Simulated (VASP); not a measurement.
# BN (AA' stacking) (P6_3/mmc) in VASP: notebook

Runs on BN (AA' stacking). Level: PBE+D3(BJ). Tasks: single point, relaxation of cell and atoms.

Everything below comes from runs of VASP 6.6.1. Logs are shortened: lines on timing, memory, paths and dates and some standing lists are left out, and cuts for length are marked.

## 1. The cell of the first run

It takes space group P6_3/mmc (No. 194, hexagonal). The conventional cell has a = 2.498 Å, b = 2.498 Å, c = 6.077 Å, α = 90.00°, β = 90.00°, γ = 120.00°. B (site symmetry -6m2) has 3 N at 1.44 Å within 1.9 Å. Within 1.9 Å of N (site symmetry -6m2) lie 3 B at 1.44 Å.

## 2. Single point, PBE+D3(BJ)

Contents of INCAR:

```
SYSTEM = BN
PREC     = Accurate       ! precision mode
ENCUT    = 520            ! plane-wave cutoff, eV
EDIFF    = 1E-6           ! SCF threshold, eV
ISMEAR   = 0              ! smearing method
SIGMA    = 0.01           ! smearing width, eV
LREAL    = .FALSE.        ! projectors in reciprocal space
LASPH    = .TRUE.         ! aspherical terms in the spheres
NELM     = 80             ! most SCF steps
ALGO     = Normal         ! electronic algorithm
ISIF     = 2              ! what is computed and relaxed
LWAVE    = .FALSE.        ! write WAVECAR
LCHARG   = .FALSE.        ! write CHGCAR
GGA      = PE             ! functional
IVDW     = 12             ! dispersion correction
NBANDS   = 16             ! bands
```

Contents of KPOINTS:

```
Automatic mesh
0
G
  12 12 4
  0 0 0
```

Contents of POSCAR:

```
BN
1.0
    2.4979116080      0.0000000000      0.0000000000
   -1.2489558040      2.1632549090      0.0000000000
    0.0000000000      0.0000000000      6.0767443622
B N
2 2
Direct
    0.3333333333      0.6666666667      0.0000000000
    0.6666666667      0.3333333333      0.5000000000
    0.6666666667      0.3333333333      0.0000000000
    0.3333333333      0.6666666667      0.5000000000
```

Potentials or basis: VASP PAW PBE potentials, release 64 (B, N).

The run is started by

```bash
$ cat potpaw_PBE.64/B/POTCAR potpaw_PBE.64/N/POTCAR > POTCAR
$ mpirun -np 1 vasp_std > vasp.out
```

OUTCAR:

```text
SYSTEM = BN
   PREC = Accurate
   ENCUT = 520
   EDIFF = 1E-6
   ISMEAR = 0
   LREAL = .FALSE.
   LASPH = .TRUE.
   NELM = 80
   ISIF = 2
   GGA = PE
   IVDW = 12
 IVDW          = 12

 ion  position               nearest neighbor table
   1  0.333  0.667  0.000-   3 1.44   3 1.44   3 1.44
   2  0.667  0.333  0.500-   4 1.44   4 1.44   4 1.44
   3  0.667  0.333  0.000-   1 1.44   1 1.44   1 1.44
   4  0.333  0.667  0.500-   2 1.44   2 1.44   2 1.44

  LATTYP: Found a hexagonal cell.
 ALAT       =     2.4979116080
 C/A-ratio  =     2.4327299424

  Lattice vectors:

 A1 = (   2.4979116080,   0.0000000000,   0.0000000000)
 A2 = (  -1.2489558040,   2.1632549090,   0.0000000000)
 A3 = (   0.0000000000,   0.0000000000,   6.0767443622)

Analysis of symmetry for initial positions (statically):
=====================================================================
 Subroutine PRICEL returns:
 Original cell was already a primitive cell.

 Routine SETGRP: Setting up the symmetry group for a
 hexagonal supercell.

 Subroutine GETGRP returns: Found 24 space group operations
 (whereof 12 operations were pure point group operations)
 out of a pool of 24 trial point group operations.

The static configuration has the point symmetry D_3h.
 The point group associated with its full space group is D_6h.

Analysis of symmetry for dynamics (positions and initial velocities):
=====================================================================
 Subroutine PRICEL returns:
 Original cell was already a primitive cell.

 Routine SETGRP: Setting up the symmetry group for a
 hexagonal supercell.

 Subroutine GETGRP returns: Found 24 space group operations
 (whereof 12 operations were pure point group operations)
 out of a pool of 24 trial point group operations.

The dynamic configuration has the point symmetry D_3h.
 The point group associated with its full space group is D_6h.

 Subroutine INISYM returns: Found 24 space group operations
 (whereof 12 operations are pure point group operations),
 and found     1 'primitive' translations

----------------------------------------------------------------------------------------

                                     Primitive cell

  volume of cell :      32.8364

  direct lattice vectors                    reciprocal lattice vectors
     2.497911608  0.000000000  0.000000000     0.400334422  0.231133186  0.000000000
    -1.248955804  2.163254909  0.000000000     0.000000000  0.462266373  0.000000000
     0.000000000  0.000000000  6.076744362     0.000000000  0.000000000  0.164561802

  length of vectors
     2.497911608  2.497911608  6.076744362     0.462266373  0.462266373  0.164561802

  position of ions in fractional coordinates (direct lattice)
     0.333333333  0.666666667  0.000000000
     0.666666667  0.333333333  0.500000000
     0.666666667  0.333333333  0.000000000
     0.333333333  0.666666667  0.500000000

  ion indices of the primitive-cell ions
   primitive index   ion index
                 1           1
                 2           2
                 3           3
                 4           4

----------------------------------------------------------------------------------------

 KPOINTS: Automatic mesh

Automatic generation of k-mesh.
 Grid dimensions read from file:
 generate k-points for:   12   12    4

 Generating k-lattice:

  Cartesian coordinates                     Fractional coordinates (reciprocal lattice)
     0.033361202  0.019261099  0.000000000     0.083333333  0.000000000  0.000000000
     0.000000000  0.038522198  0.000000000     0.000000000  0.083333333  0.000000000
     0.000000000  0.000000000  0.041140450     0.000000000  0.000000000  0.250000000

  Length of vectors
     0.038522198  0.038522198  0.041140450

  Shift w.r.t. Gamma in fractional coordinates (k-lattice)
     0.000000000  0.000000000  0.000000000

 Subroutine IBZKPT returns following result:
 ===========================================

 Found     57 irreducible k-points:

 Following reciprocal coordinates:
            Coordinates               Weight
  0.000000  0.000000  0.000000      1.000000
  0.083333 -0.000000  0.000000      6.000000
  0.166667 -0.000000  0.000000      6.000000
  0.250000  0.000000  0.000000      6.000000
  0.333333  0.000000  0.000000      6.000000
  0.416667  0.000000  0.000000      6.000000
[... 16 lines left out ...]
  0.250000  0.000000  0.250000     12.000000
  0.333333  0.000000  0.250000     12.000000
 [... further k-points ...]
   k-points           NKPTS =     57   k-points in BZ     NKDIM =     57   number of bands    NBANDS=     16
   number of dos      NEDOS =    301   number of ions     NIONS =      4
   total plane-waves  NPLWV =  19200
   dimension x,y,z NGX =    20 NGY =   20 NGZ =   48
   dimension x,y,z NGXF=    40 NGYF=   40 NGZF=   96
   ions per type =               2   2
   NGX,Y,Z   is equivalent  to a cutoff of  13.31, 13.31, 13.13 a.u.
   NGXF,Y,Z  is equivalent  to a cutoff of  26.62, 26.62, 26.26 a.u.
 SYSTEM =  BN
   PREC   = accura    normal or accurate (medium, high low for compatibility)
   ISTART =      0    job   : 0-new  1-cont  2-samecut
   ICHARG =      2    charge: 1-file 2-atom 10-const
   ISPIN  =      1    spin polarized calculation?
   LNONCOLLINEAR =      F non collinear calculations
   LSORBIT =      F    spin-orbit coupling
   LASPH  =      T    aspherical Exc in radial PAW
   ENCUT  =  520.0 eV  38.22 Ry    6.18 a.u.   4.64  4.64 11.30*2*pi/ulx,y,z
   NELM   =     80;   NELMIN=  2; NELMDL= -5     # of ELM steps
   EDIFF  = 0.1E-05   stopping-criterion for ELM
   LREAL  =      F    real-space projection
   EDIFFG = 0.1E-04   stopping-criterion for IOM
   NSW    =      0    number of steps for IOM
   IBRION =     -1    ionic relax: 0-MD 1-quasi-New 2-CG
   NFREE  =      0    steps in history (QN), initial steepest desc. (CG)
   ISIF   =      2    stress and relaxation
   ISYM   =      2    0-nonsym 1-usesym 2-fastsym
   POTIM  = 0.5000    time-step for ionic-motion
   TEBEG  =    0.0;   TEEND  =   0.0 temperature during run
   PSTRESS=    0.0 pullay stress
   NELECT =      16.0000    total number of electrons
   NUPDOWN=      -1.0000    fix difference up-down
   EMIN   =  10.00;   EMAX   =-10.00  energy-range for DOS
   EFERMI =   0.00;   METHOD = LEGACY
   ISMEAR =     0;   SIGMA  =   0.01  broadening in eV -4-tet -1-fermi 0-gaus
   EFERMI_NEDOS =   21; number of points for ismear=-14 and -15
   IALGO  =     38    algorithm
   IMIX   =      4    mixing-type and parameters
     AMIX     =   0.40;   BMIX     =  1.00
     AMIX_MAG =   1.60;   BMIX_MAG =  1.00
  volume/ion in A,a.u.               =       8.21        55.40
  Fermi-wavevector in a.u.,A,eV,Ry     =   1.288238  2.434418 22.579661  1.659558
  Thomas-Fermi vector in A             =   2.420204
   LORBIT       =      0    0 simple, 1 ext, 2 COOP (PROOUT), +10 PAW based schemes
   GGA     = PE    functional components
   LHFCALC =     F    Hartree Fock is set to
   AEXX    =    0.0000 exact exchange contribution
   IVDW    =    12    specifies the selected vdW correction
   LEPSILON=     F    determine dielectric tensor
   LRPA    =     F    only Hartree local field effects (RPA)
 non-spin polarized calculation
 Gauss-broadening in eV      SIGMA  =   0.01
  energy-cutoff  :      520.00
  volume of cell :       32.84
 maximum number of plane-waves:       910
 NGX is ok and might be reduce to    20
   NGX =  9   NGY =  9   NGZ = 23

 number of electron      16.0000000 magnetization

 Free energy of the ion-electron system (eV)
  ---------------------------------------------------
  ext. energy  EPLUGINS =         0.00000000
  ---------------------------------------------------
  free energy    TOTEN  =       -35.05243294 eV

  energy without entropy =      -35.05243294  energy(sigma->0) =      -35.05243294

 E-fermi :   3.2569     XC(G=0): -10.6718

 val. band max:        3.1394992152   @ k =   0.3333   0.2500   0.0000
 cond. band min:       7.2495125177   @ k =   0.5000   0.0000   0.0000
 fundamental gap:      4.1100133026
 Fermi energy:         3.2568859193

 k-point     1 :       0.0000    0.0000    0.0000
  band No.  band energies     occupation
      1     -14.9159      2.00000
      2     -14.3577      2.00000
      3      -3.6381      2.00000
      4      -0.4490      2.00000
      5       1.7227      2.00000
      6       1.7227      2.00000
[... 8 lines left out ...]
     15      15.7667      0.00000
     16      16.1939      0.00000

 k-point     2 :       0.0833   -0.0000    0.0000
  band No.  band energies     occupation
      1     -14.7775      2.00000
      2     -14.2271      2.00000
      3      -3.4491      2.00000
      4      -0.2860      2.00000
      5       1.1590      2.00000
      6       1.2473      2.00000
[... 8 lines left out ...]
     15      15.6436      0.00000
     16      16.2284      0.00000

 k-point     3 :       0.1667   -0.0000    0.0000
  band No.  band energies     occupation
      1     -14.3692      2.00000
      2     -13.8432      2.00000
      3      -2.8883      2.00000
      4      -0.2720      2.00000
      5      -0.1614      2.00000
      6       0.1914      2.00000
[... 8 lines left out ...]
     15      17.0568      0.00000
     16      17.3262      0.00000

 k-point     4 :       0.2500    0.0000    0.0000
  band No.  band energies     occupation
      1     -13.7168      2.00000
      2     -13.2346      2.00000
      3      -2.0902      2.00000
      4      -1.9796      2.00000
      5      -1.9404      2.00000
      6       0.0706      2.00000
[... 8 lines left out ...]
     15      19.1350      0.00000
     16      19.3403      0.00000

 k-point     5 :       0.3333    0.0000    0.0000
  band No.  band energies     occupation
      1     -12.8845      2.00000
      2     -12.4752      2.00000
      3      -3.8980      2.00000
      4      -3.7166      2.00000
      5      -0.7833      2.00000
      6      -0.5658      2.00000
[... 8 lines left out ...]
     15      19.3348      0.00000
     16      21.6950      0.00000

 k-point     6 :       0.4167    0.0000    0.0000
  band No.  band energies     occupation
      1     -12.0381      2.00000
      2     -11.7558      2.00000
      3      -5.3269      2.00000
      4      -5.1570      2.00000
      5      -0.9826      2.00000
      6      -0.8414      2.00000
[... 8 lines left out ...]
     15      18.8690      0.00000
     16      23.9218      0.00000
[... 267 lines left out ...]
 k-point    21 :       0.0833   -0.0000    0.2500
  band No.  band energies     occupation
      1     -14.7041      2.00000
      2     -14.3159      2.00000
      3      -3.0718      2.00000
      4      -0.8852      2.00000
      5       1.1743      2.00000
      6       1.2410      2.00000
[... 8 lines left out ...]
     15      15.7209      0.00000
     16      16.1296      0.00000

 k-point    22 :       0.1667   -0.0000    0.2500
  band No.  band energies     occupation
      1     -14.2988      2.00000
      2     -13.9276      2.00000
      3      -2.5248      2.00000
      4      -0.4743      2.00000
      5      -0.2449      2.00000
      6      -0.0818      2.00000
[... 8 lines left out ...]
     15      16.8659      0.00000
     16      17.0220      0.00000

 k-point    23 :       0.2500    0.0000    0.2500
  band No.  band energies     occupation
      1     -13.6517      2.00000
      2     -13.3113      2.00000
      3      -2.1238      2.00000
      4      -1.9776      2.00000
      5      -1.5651      2.00000
      6       0.0888      2.00000
[... 8 lines left out ...]
     15      19.1610      0.00000
     16      19.3054      0.00000

 k-point    24 :       0.3333    0.0000    0.2500
  band No.  band energies     occupation
      1     -12.8283      2.00000
      2     -12.5392      2.00000
      3      -3.8828      2.00000
      4      -3.7523      2.00000
      5      -0.5462      2.00000
      6      -0.4502      2.00000
[... 8 lines left out ...]
     15      20.4590      0.00000
     16      21.7138      0.00000

 [... further k-points ...]

------------------------ aborting loop because EDIFF is reached ----------------------------------------

 Edisp (eV)   -0.63084

 E8    (eV) :    -0.1865

  FORCE on cell =-STRESS in cart. coord.  units (eV):
  Direction    XX          YY          ZZ          XY          YZ          ZX
  --------------------------------------------------------------------------------------
  -------------------------------------------------------------------------------------
  Total       0.85453     0.85453     0.78681     0.00000    -0.00000     0.00000
  in kB      41.69466    41.69466    38.39044     0.00000    -0.00000     0.00000
  external pressure =       40.59 kB  Pullay stress =        0.00 kB

 VOLUME and BASIS-vectors are now :
 -----------------------------------------------------------------------------
  energy-cutoff  :      520.00
  volume of cell :       32.84
      direct lattice vectors                 reciprocal lattice vectors
     2.497911608  0.000000000  0.000000000     0.400334422  0.231133186  0.000000000
    -1.248955804  2.163254909  0.000000000     0.000000000  0.462266373  0.000000000
     0.000000000  0.000000000  6.076744362     0.000000000  0.000000000  0.164561802

 POSITION                                       TOTAL-FORCE (eV/Angst)
 -----------------------------------------------------------------------------------
     -0.00000      1.44217      0.00000         0.000000      0.000000      0.000000
      1.24896      0.72108      3.03837        -0.000000      0.000000      0.000000
      1.24896      0.72108      0.00000        -0.000000     -0.000000      0.000000
     -0.00000      1.44217      3.03837         0.000000      0.000000      0.000000
 -----------------------------------------------------------------------------------
    total drift:                               -0.000000      0.000000      0.000000

  FREE ENERGIE OF THE ION-ELECTRON SYSTEM (eV)
  ---------------------------------------------------
  free  energy   TOTEN  =       -35.6832774488 eV

  energy  without entropy=      -35.6832774488  energy(sigma->0) =      -35.68327745
```

It took 22 s on 1 thread of AMD EPYC 7R43 (Zen 3), shared host; peak memory 0.13 GiB.

Results:

```yaml
Free_energy: -35.6833 eV
Pressure: 4.1 GPa
Band_gap_on_the_k_mesh: 4.11 eV, indirect (least direct gap 4.42 eV)
Dispersion_energy_per_atom: -0.158 eV
```

Stress tensor (GPa, compression positive):
```
4.17 0.00 0.00
0.00 4.17 0.00
0.00 0.00 3.84
```

## 3. Relaxation of cell and atoms, PBE+D3(BJ), target pressure 4 GPa, at which the enthalpy is minimised

This run uses another cell than the first one, of 8.52 Å³/atom, 1.038 times its volume.

Contents of INCAR:

```
PREC = Accurate ; ENCUT = 600
EDIFF = 1E-7 ; ISMEAR = 0
SIGMA = 0.01 ; LREAL = F
LASPH = T ; NELM = 80
ALGO = Normal ; ISIF = 3
LWAVE = F ; LCHARG = F
GGA = PE ; IVDW = 12
IBRION = 2 ; NSW = 80
EDIFFG = -0.002 ; PSTRESS = 40.0
```

Contents of KPOINTS:

```
regular mesh
0
Gamma
  12 12 4
```

Contents of POSCAR:

```
BN
1.0
    2.5019603054      0.0000000000      0.0000000000
   -1.2509801527      2.1667611837      0.0000000000
    0.0000000000      0.0000000000      6.2870042795
B N
2 2
Direct
    0.3333333333      0.6666666667      0.0000000000
    0.6666666667      0.3333333333      0.5000000000
    0.6666666667      0.3333333333      0.0000000000
    0.3333333333      0.6666666667      0.5000000000
```

Potentials or basis: VASP PAW PBE potentials, release 64 (B, N).

The run is started by

```bash
$ cat potpaw_PBE.64/B/POTCAR potpaw_PBE.64/N/POTCAR > POTCAR
$ mpirun -np 1 vasp_std > vasp.out
```

Wall time 1.7 min (1 thread of AMD EPYC 7R43 (Zen 3), shared host); peak memory 0.15 GiB.

Results (log left out):

* Free energy: -35.6886 eV
* Relaxed volume: 8.17 Å³/atom
* Relaxed cell: a = 2.498 Å, b = 2.498 Å, c = 6.049 Å, α = 90.00°, β = 90.00°, γ = 120.00°
* Space group after relaxing (to 0.05 Å): P6_3/mmc (No. 194)
* Energy change on relaxing (the enthalpy is what falls): +6.1 meV/atom
* Ionic steps: 9
* Pressure after relaxing: 4.0 GPa
* Band gap on the k mesh: 4.11 eV, indirect (least direct gap 4.40 eV)
* Dispersion energy per atom: -0.159 eV

Step by step:
```tsv
step	energy change (eV)	largest force (eV/Å)	pressure (GPa)	volume (Å³)
1	0.0000	0.0000	1.87	34.08
2	0.0136	0.0000	6.16	33.53
3	0.0053	0.0000	4.08	33.79
4	0.0083	0.0000	4.07	33.54
5	0.0215	0.0000	4.13	32.81
6	0.0254	0.0000	4.17	32.64
7	0.0248	0.0000	4.16	32.67
8	0.0228	0.0000	3.41	32.75
9	0.0244	0.0000	4.01	32.69
```

Final structure:
```
CELL_PARAMETERS angstrom
2.49780 0.00000 0.00000
-1.24890 2.16316 0.00000
0.00000 0.00000 6.04927
ATOMIC_POSITIONS crystal
B 0.33333 0.66667 0.00000
B 0.66667 0.33333 0.50000
N 0.66667 0.33333 0.00000
N 0.33333 0.66667 0.50000
```

Levels at points of the mesh, in eV from the valence-band top:
```
           k point  band 4  band 5  band 6  band 7  band 8  band 9  band 10  band 11  band 12
(0.00, 0.00, 0.00)   -3.55   -1.42   -1.42   -1.33   -1.33    5.90    11.34    11.46    11.46
(0.50, 0.00, 0.00)   -8.92   -4.27   -4.12   -1.89   -0.30    4.11     6.09     9.65     9.83
(0.00, 0.00, 0.50)   -5.40   -1.38   -1.38   -1.38   -1.38    8.77     8.77    11.58    11.58
(0.50, 0.00, 0.50)   -9.00   -4.20   -4.20   -1.02   -1.02    4.65     4.65     9.98     9.98
```

Caveat: the cell is relaxed towards a set pressure, so the enthalpy falls and the energy may rise.
